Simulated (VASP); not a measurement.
The system is Zr3S2.

```
Zr S
1.0
     2.90254    1.67578    3.48777
    -2.90254    1.67578    3.48777
     0.00000   -3.35156    3.48777
Zr S
3 2
Direct
  0.83873 0.50000 0.16127
  0.50000 0.16127 0.83873
  0.16127 0.83873 0.50000
  0.66502 0.66502 0.66502
  0.33498 0.33498 0.33498
```

Base run:

```yaml
Program: VASP 6.6.1
Functional: r2SCAN
Potentials_or_basis: VASP PAW PBE potentials, release 64 (Zr_sv, S)
Cutoff: 520 eV
k_mesh: 6 × 6 × 6
Occupations: fermi-dirac, width 0.05 eV
Spin: no spin polarisation
```

Its results: band gap on the k mesh zero (band 24 reaches 9.07 eV, above the bottom of band 25 at 8.82 eV); pressure -0.8 GPa; largest force 0.078 eV/Å.

Task: The run is repeated on the same cell with these changes: functional from r2SCAN to LDA; potentials or basis from VASP PAW PBE potentials, release 64 (Zr_sv, S) to VASP PAW LDA potentials, release 64 (Zr_sv, S). What comes out?

Result: Band gap on the k mesh zero (band 24 reaches 8.79 eV, above the bottom of band 25 at 8.56 eV); pressure -7.4 GPa; largest force 0.160 eV/Å.

Caveats: the PAW data sets were made with another functional, which shifts forces and pressure a little (some runs).
